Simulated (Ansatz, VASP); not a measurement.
**NiMoIrPdW in VASP and in Ansatz**

Contents of INCAR:

```
PREC = Accurate
ENCUT = 520
EDIFF = 1E-6
ISMEAR = -1
SIGMA = 0.05
LREAL = False
LASPH = True
NELM = 150
ALGO = Fast
ISIF = 2
LWAVE = False
LCHARG = False
ISPIN = 2
MAGMOM = 1 1 0 0.6 0
LORBIT = 11
LMAXMIX = 4
GGA = PE
NBANDS = 40
```

File KPOINTS:

```
regular mesh
0
Gamma
  8 8 2
```

POSCAR

```
NiMoIrPdW
1.0
    2.7607800000      0.0000000000      0.0000000000
   -1.3803900000      2.3909000000      0.0000000000
    0.0000000000      0.0000000000     11.3405100000
Ni Mo Pd Ir W
1 1 1 1 1
Direct
    0.0000000000      0.0000000000      0.7091700000
    0.6666700000      0.3333300000      0.2942500000
    0.6666700000      0.3333300000      0.8990100000
    0.0000000000      0.0000000000      0.1060400000
    0.6666700000      0.3333300000      0.5292100000
```

File input.yaml:

```yaml
crystal:
  lattice:
    - [2.76078, 0.0, 0.0]
    - [-1.38039, 2.3909, 0.0]
    - [0.0, 0.0, 11.34051]
  atoms:
    - { symbol: Ni, position: [0.0, 0.0, 0.70917], spin: 1.0 }
    - { symbol: Mo, position: [0.66667, 0.33333, 0.29425], spin: 1.0 }
    - { symbol: Pd, position: [0.66667, 0.33333, 0.89901] }
    - { symbol: Ir, position: [0.0, 0.0, 0.10604], spin: 0.6 }
    - { symbol: W, position: [0.66667, 0.33333, 0.52921] }
kpoints:
  mp_grid: { grid: [8, 8, 2] }
scf:
  occupations: { method: fermi_dirac, width: 0.05 }
hamiltonian:
  xc: pbe
  pseudopotentials: { kind: all_electron, lapw: { basis_error: 0.002 } }
magnetization:
  spin_polarized: true
output:
  forces: true
  stress: true
  eigenvalues: true
```

Alike in both runs: task single point; functional PBE; k mesh 8 × 8 × 2; occupations fermi-dirac, width 0.05 eV; collinear spin.

```csv
,VASP,Ansatz
version,VASP 6.6.1,Ansatz 0.2.0
potentials or method,"VASP PAW PBE potentials, release 64 (Ni, Mo_sv, Pd, Ir, W_sv), cutoff 520 eV","all-electron LAPW, scalar-relativistic"
```

```tsv
	VASP	Ansatz	Ansatz less VASP
gap on the k mesh at the Fermi level (eV)	none	none	-
pressure (GPa)	0.5	0.0	-0.46
rms of the force components (eV/Å)	0.110	0.104	-0.0066
net moment per atom (μB)	0.00	0.00	0.000
```

Atom by atom the forces differ by 0.009 eV/Å (rms over components). A gap of «none» marks a metal or a gap that the smearing closes. Ansatz ran all-electron here, and VASP with PAW potentials.

Neither program's run includes spin-orbit coupling. Noted on Ansatz's run: the k mesh is thin for a metal, which can move the energy by tens of meV per atom.
